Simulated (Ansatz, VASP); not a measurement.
One calculation of AlN, two programs

```xyz
2
Lattice="0.0000 2.0051 2.0051 2.0051 0.0000 2.0051 2.0051 2.0051 0.0000" Properties=species:S:1:pos:R:3 pbc="T T T"
Al    2.0051    2.0051    2.0051
N     0.0000    0.0000    0.0000
```

Alike in both runs: functional LDA; k mesh 10 × 10 × 10; occupations gaussian, width 0.02 eV; no spin polarisation.

Ansatz relaxed the structure, and its values are those at the end. VASP's run is a single point on that final structure, the one shown.

```csv
,VASP,Ansatz
version,VASP 6.6.1,Ansatz 0.2.0
potentials or method,"VASP PAW LDA potentials, release 64 (Al, N), cutoff 600 eV","scalar-relativistic, plane waves, PAW"
valence electrons in the cell,8,8
```

```csv
,VASP,Ansatz,Ansatz less VASP
gap on the k mesh at the Fermi level (eV),4.70,4.71,+0.012
least direct gap on the mesh (eV),6.13,6.11,-0.020
pressure (GPa),0.7,0.0,-0.68
```

Ansatz warns that its potentials were made for another functional, while VASP's fit it. LDA's correlation is that of Perdew and Zunger in VASP and of Perdew and Wang (1992) in Ansatz.
